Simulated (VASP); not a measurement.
# SnO2 (Cassiterite) (P4_2/mnm) in VASP: a series of runs

Aim: see how the results for SnO2 (Cassiterite) move with the level of theory and the settings. Levels: r2SCAN, PBEsol, RPBE, revPBE, BLYP. Tasks: single point.

Program: VASP 6.6.1. These are calculated values, not measurements. Logs are shortened: lines on timing, memory, paths and dates and some standing lists are left out, and cuts for length are marked.

### 1 The cell of the first run

The structure is tetragonal, space group P4_2/mnm (No. 136). Conventional cell: a = 4.738 Å, b = 4.738 Å, c = 3.187 Å, α = 90.00°, β = 90.00°, γ = 90.00°. Sn (site symmetry mmm) has 6 O at 2.05 to 2.06 Å within 2.7 Å. Within 2.7 Å of O (site symmetry m2m) lie 3 Sn at 2.05 to 2.06 Å and 1 O at 2.59 Å.

### 2 Single point, r2SCAN

The input, POSCAR:

```
SnO2
1.0
    4.7380000000      0.0000000000      0.0000000000
    0.0000000000      4.7380000000      0.0000000000
    0.0000000000      0.0000000000      3.1865000000
Sn O
2 4
Direct
    0.5000000000      0.5000000000      0.5000000000
    0.0000000000      0.0000000000      0.0000000000
    0.8071000000      0.1929000000      0.5000000000
    0.6929000000      0.6929000000      0.0000000000
    0.1929000000      0.8071000000      0.5000000000
    0.3071000000      0.3071000000      0.0000000000
```

The input, INCAR.step1:

```
PREC     = Accurate       # precision mode
ENCUT    = 520            # plane-wave cutoff, eV
ISMEAR   = 1              # smearing method
SIGMA    = 0.05           # smearing width, eV
LREAL    = F              # projectors in reciprocal space
LASPH    = T              # aspherical terms in the spheres
NELM     = 60             # most SCF steps
NBANDS   = 35             # bands
GGA      = PE             # functional
ALGO     = Normal         # electronic algorithm
EDIFF    = 1E-4           # SCF threshold, eV
LWAVE    = T              # write WAVECAR
LCHARG   = F              # write CHGCAR
```

The input, INCAR.step2:

```
PREC     = Accurate       # precision mode
ENCUT    = 520            # plane-wave cutoff, eV
EDIFF    = 1E-7           # SCF threshold, eV
ISMEAR   = 1              # smearing method
SIGMA    = 0.05           # smearing width, eV
LREAL    = F              # projectors in reciprocal space
LASPH    = T              # aspherical terms in the spheres
NELM     = 60             # most SCF steps
ALGO     = Normal         # electronic algorithm
ISIF     = 2              # what is computed and relaxed
LWAVE    = F              # write WAVECAR
LCHARG   = F              # write CHGCAR
METAGGA  = R2SCAN         # meta-GGA
LMIXTAU  = T            
NBANDS   = 35             # bands
ISTART   = 1
```

The input, KPOINTS:

```
Automatic mesh
0
Gamma
  5 5 7
```

Potentials or basis: VASP PAW PBE potentials, release 64 (Sn_d, O).

Launch:

```bash
cat potpaw_PBE.64/Sn_d/POTCAR potpaw_PBE.64/O/POTCAR > POTCAR
cp INCAR.step1 INCAR
mpirun -np 1 vasp_std > vasp.out
cp INCAR.step2 INCAR
mpirun -np 1 vasp_std > vasp.out
```

OUTCAR:

```text
PREC = Accurate
   ENCUT = 520
   EDIFF = 1E-7
   ISMEAR = 1
   LREAL = F
   LASPH = T
   NELM = 60
   ISIF = 2
   METAGGA = R2SCAN
   ISTART = 1

 ion  position               nearest neighbor table
   1  0.500  0.500  0.500-   4 2.05   6 2.05   4 2.05   6 2.05   5 2.06   3 2.06   2 3.71   2 3.71
                             2 3.71   2 3.71   2 3.71   2 3.71   2 3.71   2 3.71
   2  0.000  0.000  0.000-   3 2.05   5 2.05   3 2.05   5 2.05   4 2.06   6 2.06   1 3.71   1 3.71
                             1 3.71   1 3.71   1 3.71   1 3.71   1 3.71   1 3.71
   3  0.807  0.193  0.500-   2 2.05   2 2.05   1 2.06
   4  0.693  0.693  0.000-   1 2.05   1 2.05   2 2.06
   5  0.193  0.807  0.500-   2 2.05   2 2.05   1 2.06
   6  0.307  0.307  0.000-   1 2.05   1 2.05   2 2.06

  LATTYP: Found a simple tetragonal cell.
 ALAT       =     4.7380000000
 C/A-ratio  =     0.6725411566

  Lattice vectors:

 A1 = (   4.7380000000,   0.0000000000,   0.0000000000)
 A2 = (   0.0000000000,   4.7380000000,   0.0000000000)
 A3 = (   0.0000000000,   0.0000000000,   3.1865000000)

Analysis of symmetry for initial positions (statically):
=====================================================================
 Subroutine PRICEL returns:
 Original cell was already a primitive cell.

 Routine SETGRP: Setting up the symmetry group for a
 simple tetragonal supercell.

 Subroutine GETGRP returns: Found 16 space group operations
 (whereof  8 operations were pure point group operations)
 out of a pool of 16 trial point group operations.

The static configuration has the point symmetry D_2h.
 The point group associated with its full space group is D_4h.

Analysis of symmetry for dynamics (positions and initial velocities):
=====================================================================
 Subroutine PRICEL returns:
 Original cell was already a primitive cell.

 Routine SETGRP: Setting up the symmetry group for a
 simple tetragonal supercell.

 Subroutine GETGRP returns: Found 16 space group operations
 (whereof  8 operations were pure point group operations)
 out of a pool of 16 trial point group operations.

The dynamic configuration has the point symmetry D_2h.
 The point group associated with its full space group is D_4h.

 Subroutine INISYM returns: Found 16 space group operations
 (whereof  8 operations are pure point group operations),
 and found     1 'primitive' translations

----------------------------------------------------------------------------------------

                                     Primitive cell

  volume of cell :      71.5326

  direct lattice vectors                    reciprocal lattice vectors
     4.738000000  0.000000000  0.000000000     0.211059519  0.000000000  0.000000000
     0.000000000  4.738000000  0.000000000     0.000000000  0.211059519  0.000000000
     0.000000000  0.000000000  3.186500000     0.000000000  0.000000000  0.313823945

  length of vectors
     4.738000000  4.738000000  3.186500000     0.211059519  0.211059519  0.313823945

  position of ions in fractional coordinates (direct lattice)
     0.500000000  0.500000000  0.500000000
     0.000000000  0.000000000  0.000000000
     0.807100000  0.192900000  0.500000000
     0.692900000  0.692900000  0.000000000
     0.192900000  0.807100000  0.500000000
     0.307100000  0.307100000  0.000000000

  ion indices of the primitive-cell ions
   primitive index   ion index
                 1           1
                 2           2
                 3           3
                 4           4
                 5           5
                 6           6

----------------------------------------------------------------------------------------

 KPOINTS: Automatic mesh

Automatic generation of k-mesh.
 Grid dimensions read from file:
 generate k-points for:    5    5    7

 Generating k-lattice:

  Cartesian coordinates                     Fractional coordinates (reciprocal lattice)
     0.042211904  0.000000000  0.000000000     0.200000000  0.000000000  0.000000000
[... 47 lines left out ...]
   NGX = 17   NGY = 17   NGZ = 11

 number of electron      51.9999993 magnetization

 Free energy of the ion-electron system (eV)
  ---------------------------------------------------
  ext. energy  EPLUGINS =         0.00000000
  ---------------------------------------------------
  free energy    TOTEN  =       -84.60569670 eV

  energy without entropy =      -84.60571327  energy(sigma->0) =      -84.60570223

 E-fermi :   5.7543     XC(G=0): -12.0461

 val. band max:        5.7121592294   @ k =   0.0000   0.0000   0.0000
 cond. band min:       7.6983609292   @ k =   0.0000   0.0000   0.0000
 fundamental gap:      1.9862016997
 Fermi energy:         5.7542533376

 k-point     1 :       0.0000    0.0000    0.0000
  band No.  band energies     occupation
      1     -16.0434      2.00000
      2     -15.1308      2.00000
      3     -14.7679      2.00000
      4     -14.7679      2.00000
      5     -14.7384      2.00000
      6     -14.6944      2.00000
[... 27 lines left out ...]
     34      18.9316      0.00000
     35      19.2034      0.00000

 k-point     2 :       0.2000    0.0000    0.0000
  band No.  band energies     occupation
      1     -15.9741      2.00000
      2     -15.2114      2.00000
      3     -14.7657      2.00000
      4     -14.7655      2.00000
      5     -14.7547      2.00000
      6     -14.7422      2.00000
[... 27 lines left out ...]
     34      18.8746      0.00000
     35      19.1544      0.00000

 k-point     3 :       0.4000    0.0000    0.0000
  band No.  band energies     occupation
      1     -15.7744      2.00000
      2     -15.4802      2.00000
      3     -14.7735      2.00000
      4     -14.7618      2.00000
      5     -14.7617      2.00000
      6     -14.7549      2.00000
[... 27 lines left out ...]
     34      18.9208      0.00000
     35      19.0874      0.00000
[... 723 lines left out ...]
 k-point    23 :       0.4000    0.2000    0.4286
  band No.  band energies     occupation
      1     -15.9288      2.00000
      2     -15.8281      2.00000
      3     -15.0690      2.00000
      4     -14.8332      2.00000
      5     -14.5788      2.00000
      6     -14.5740      2.00000
[... 27 lines left out ...]
     34      18.7737      0.00000
     35      19.1395      0.00000

 k-point    24 :       0.4000    0.4000    0.4286
  band No.  band energies     occupation
      1     -15.8320      2.00000
      2     -15.7398      2.00000
      3     -15.2269      2.00000
      4     -15.0685      2.00000
      5     -14.5719      2.00000
      6     -14.5698      2.00000
[... 27 lines left out ...]
     34      18.2502      0.00000
     35      19.5129      0.00000

------------------------ aborting loop because EDIFF is reached ----------------------------------------

  FORCE on cell =-STRESS in cart. coord.  units (eV):
  Direction    XX          YY          ZZ          XY          YZ          ZX
  --------------------------------------------------------------------------------------
  -------------------------------------------------------------------------------------
  Total        1.7378061      1.7378061      2.5549038      0.0000000      0.0000000      0.0000000
  in kB       38.9231387     38.9231387     57.2243801      0.0000000      0.0000000      0.0000000
  external PRESSURE =      45.0235525 kB  Pullay stress =       0.0000000 kB

 VOLUME and BASIS-vectors are now :
 -----------------------------------------------------------------------------
  energy-cutoff  :      520.00
  volume of cell :       71.53
      direct lattice vectors                 reciprocal lattice vectors
     4.738000000  0.000000000  0.000000000     0.211059519  0.000000000  0.000000000
     0.000000000  4.738000000  0.000000000     0.000000000  0.211059519  0.000000000
     0.000000000  0.000000000  3.186500000     0.000000000  0.000000000  0.313823945

 POSITION                                       TOTAL-FORCE (eV/Angst)
 -----------------------------------------------------------------------------------
      2.36900      2.36900      1.59325         0.000000     -0.000000      0.000000
      0.00000      0.00000      0.00000         0.000000     -0.000000      0.000000
      3.82404      0.91396      1.59325        -0.195717      0.195717      0.000000
      3.28296      3.28296      0.00000         0.195717      0.195717      0.000000
      0.91396      3.82404      1.59325         0.195717     -0.195717      0.000000
      1.45504      1.45504      0.00000        -0.195717     -0.195717      0.000000
 -----------------------------------------------------------------------------------
    total drift:                               -0.000000      0.000000      0.000000

  FREE ENERGIE OF THE ION-ELECTRON SYSTEM (eV)
  ---------------------------------------------------
  free  energy   TOTEN  =       -84.6056967047 eV

  energy  without entropy=      -84.6057132702  energy(sigma->0) =      -84.60570223
```

Run time: 2.6 min. Hardware: 1 thread of Intel Xeon Platinum 8259CL at 2.50GHz (Skylake/Cascade Lake), shared host; peak memory 0.2 GiB.

Results:

```
Free energy            : -84.6057 eV
Pressure               : 4.5 GPa
Largest force          : 0.277 eV/Å
Band gap on the k mesh : 1.99 eV, direct
```

Forces on the atoms (eV/Å):
```
Sn   0.000  0.000  0.000
Sn   0.000  0.000  0.000
O   -0.196  0.196  0.000
O    0.196  0.196  0.000
O    0.196 -0.196  0.000
O   -0.196 -0.196  0.000
```

Levels at points of the mesh, in eV from the valence-band top:
```
           k point  band 23  band 24  band 25  band 26  band 27  band 28  band 29  band 30
(0.00, 0.00, 0.00)    -1.20    -0.78    -0.78     0.00     1.99     6.91     7.15     7.15
```

Caveat: the PAW data sets were made with another functional, which shifts forces and pressure a little; spin-orbit coupling is left out, which moves the levels of the heavy elements. r2SCAN opens gaps a little over a GGA but as a rule still falls short of measured ones.

(Part 1 of 2 ends here.)
